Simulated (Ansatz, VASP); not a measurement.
# One calculation of SiNi3, two programs

```xyz
8
Lattice="3.4612 0.0000 0.0000 0.0000 3.4612 0.0000 0.0000 0.0000 6.9225" Properties=species:S:1:pos:R:3 pbc="T T T"
Si    0.0000    0.0000    3.4612
Si    0.0000    0.0000    0.0000
Ni    0.0000    1.7306    1.7306
Ni    0.0000    1.7306    5.1919
Ni    1.7306    0.0000    1.7306
Ni    1.7306    0.0000    5.1919
Ni    1.7306    1.7306    0.0000
Ni    1.7306    1.7306    3.4612
```

Alike in both runs: task single point; functional PBEsol; k mesh 14 × 14 × 8; occupations gaussian, width 0.15 eV; no spin polarisation.

```csv
,VASP,Ansatz
version,VASP 6.6.1,Ansatz 0.2.0
potentials or method,"VASP PAW PBE potentials, release 64 (Si, Ni), cutoff 520 eV","scalar-relativistic, plane waves, PAW"
valence electrons in the cell,68,116
```

|  | VASP | Ansatz | Ansatz less VASP |
| --- | --- | --- | --- |
| gap on the k mesh at the Fermi level (eV) | none | none | - |
| pressure (GPa) | 0.0 | 0.0 | +0.01 |

VASP's potentials were made for PBE, not for PBEsol. A gap of «none» marks a metal or a gap that the smearing closes. VASP's potentials hold 68 valence electrons a cell and Ansatz's 116, so a difference there can come from the potentials and not from the codes.
